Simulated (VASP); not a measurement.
Set up this calculation in VASP 6.6.1, as the native input.

| Quantity | Value |
| --- | --- |
| Task | relaxation of cell and atoms |
| Functional | PBEsol |
| Potentials or basis | VASP PAW PBE potentials, release 64 (Mg, Zn, O) |
| Cutoff | 600 eV |
| k mesh | 4 × 4 × 4 |
| Occupations | fermi-dirac, width 0.05 eV |
| Spin | no spin polarisation |
| Dipole correction | no |
| Further INCAR settings | ALGO = Normal; EDIFF = 1e-07; IBRION = 2; EDIFFG = -0.01; NSW = 100; ISIF = 3 |

The structure of MgZn3O4 lies in POSCAR:

```
MgZn3O4
1.0
    4.8653135625     -0.0146419115      0.1073181067
   -0.0146419115      4.9721168202     -0.0007140916
    0.1073181067     -0.0007140916      4.8992350188
Mg Zn O
1 3 4
Direct
   -0.0038847481     -0.0132013849      0.0072262191
    0.0101410874      0.5007694622      0.0012322503
    0.0052877483     -0.0026462544      0.4931945812
    0.4999943186      0.0046109071      0.0087872333
    0.7826870704      0.2270142988      0.7910452126
    0.2208269867      0.7790163726      0.7849427159
    0.7832090993      0.7842556754      0.2130404650
    0.2202761570      0.2209100926      0.2107067305
```

These files were run (other wordings do the same):

INCAR

```
PREC     = Accurate       # precision mode
ENCUT    = 600            # plane-wave cutoff, eV
EDIFF    = 1E-7           # SCF threshold, eV
ISMEAR   = -1             # smearing method
SIGMA    = 0.05           # smearing width, eV
LREAL    = F              # projectors in reciprocal space
LASPH    = T              # aspherical terms in the spheres
NELM     = 60             # most SCF steps
ALGO     = Normal         # electronic algorithm
ISIF     = 3              # what is computed and relaxed
LWAVE    = F              # write WAVECAR
LCHARG   = F              # write CHGCAR
GGA      = PS             # functional
IBRION   = 2              # ionic algorithm
NSW      = 100            # ionic steps
EDIFFG   = -0.01          # ionic threshold
```

KPOINTS

```
Automatic mesh
0
Gamma
  4 4 4
```

Potentials or basis: VASP PAW PBE potentials, release 64 (Mg, Zn, O).

Launch:

```bash
$ cat potpaw_PBE.64/Mg/POTCAR potpaw_PBE.64/Zn/POTCAR potpaw_PBE.64/O/POTCAR > POTCAR
$ mpirun -np 1 vasp_std > vasp.out
```

It gave:

| Quantity | Value |
| --- | --- |
| Relaxed volume | 15.14 Å³/atom |
| Relaxed cell | a = 4.949 Å, b = 4.948 Å, c = 4.948 Å, α = 90.00°, β = 90.06°, γ = 89.99° |
| Space group after relaxing (to 0.05 Å) | P-43m (No. 215) |
| Energy gained by relaxing | 43.1 meV/atom |
| Ionic steps | 25 |
| Pressure after relaxing | 0.0 GPa |
| Largest force after relaxing | 0.007 eV/Å |
| Band gap on the k mesh | 1.51 eV, direct |

Caveat: the PAW data sets were made with another functional, which shifts forces and pressure a little.

Wall time 25 min on 1 thread of Intel(R) Xeon(R) 6975P-C (Granite Rapids), on a shared host, peak memory 0.36 GiB.
